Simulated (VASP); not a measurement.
Write the native input for VASP 6.6.1 that does the following.

| Item | Value |
| --- | --- |
| Task | single point |
| Functional | PBEsol |
| Potentials or basis | VASP PAW PBE potentials, release 64 (O, H, Ag, F) |
| Cutoff | 520 eV |
| k mesh | 1 × 1 × 1 |
| Occupations | fermi-dirac, width 0.02 eV |
| Spin | no spin polarisation |
| Dipole correction | no |
| Further INCAR settings | ALGO = Normal; EDIFF = 1e-06; NBANDS = 60 |

The structure of AgH16O8F lies in POSCAR:

```
AgH16O8F
1.0
    6.3462950000      0.0000000000      0.0000000000
    0.0000000000      6.3462950000      0.0000000000
    0.0000000000      0.0000000000      6.3462950000
O H Ag F
8 16 1 1
Direct
    0.6257666875      0.3756207362      0.4150295566
    0.5766041446      0.8526707315      0.7155986288
    0.8409473559      0.1259475017      0.8306421306
    0.3975390366      0.2785719857     -0.0063816762
    0.1588801025      1.0525511342      0.3728317073
    0.4351830477      0.7633587786      0.2468526912
    0.7770675646     -0.0007090751      0.2099965413
    0.9162511355      0.5589718095      0.6913640163
    0.5532361795      0.4920666310      0.3371258348
    0.7223584785      0.4648696602      0.4962107813
    0.5331929890      0.8189187550      0.5689461331
    0.4581728394      0.7847728478      0.8027360846
    0.8330845005      0.2747744944      0.7888854836
    0.7419131950      0.0169862889      0.7619248711
    0.3487073954      0.4345212443     -0.0320659534
    0.3269939390      0.2607820784      0.1330855247
    0.0136299999      1.0274026026      0.3218413263
    0.2660765061      0.9438735514      0.3244097540
    0.3636294878      0.7588049405      0.1062824845
    0.5633995898      0.8572403268      0.2288579399
    0.7210191143      0.1270032357      0.2761926447
    0.8070693215      0.0560642075      0.0649197681
    0.8076838533      0.6511673346      0.7445604089
    1.0469573192      0.6320695776      0.7502487672
    0.2059469344      0.1351812357      0.7084290913
    0.2759562863      0.6867629065      0.8673722227
```

One way to write it, as run:

INCAR

```
  PREC = Accurate
  ENCUT = 520
  EDIFF = 1E-6
  ISMEAR = -1
  SIGMA = 0.02
  LREAL = F
  LASPH = T
  NELM = 120
  ALGO = Normal
  ISIF = 2
  LWAVE = F
  LCHARG = F
  GGA = PS
  NBANDS = 60
  GGA_COMPAT = F
```

KPOINTS

```
regular mesh
0
Gamma
  1 1 1
```

Potentials or basis: VASP PAW PBE potentials, release 64 (O, H, Ag, F).

Command:

```bash
$ cat potpaw_PBE.64/O/POTCAR potpaw_PBE.64/H/POTCAR potpaw_PBE.64/Ag/POTCAR potpaw_PBE.64/F/POTCAR > POTCAR
$ mpirun -np 1 vasp_gam > vasp.out
```

It gave:

| Quantity | Value |
| --- | --- |
| Pressure | -0.9 GPa |
| Largest force | 2.618 eV/Å |

Caveat: the k points lie up to 0.99 Å⁻¹ apart; the atoms stand as in a frame of molecular dynamics; the PAW data sets were made with another functional, which shifts forces and pressure a little.

It took 14 s on 1 thread of Intel(R) Xeon(R) 6975P-C (Granite Rapids) (shared host), peak memory 0.31 GiB.
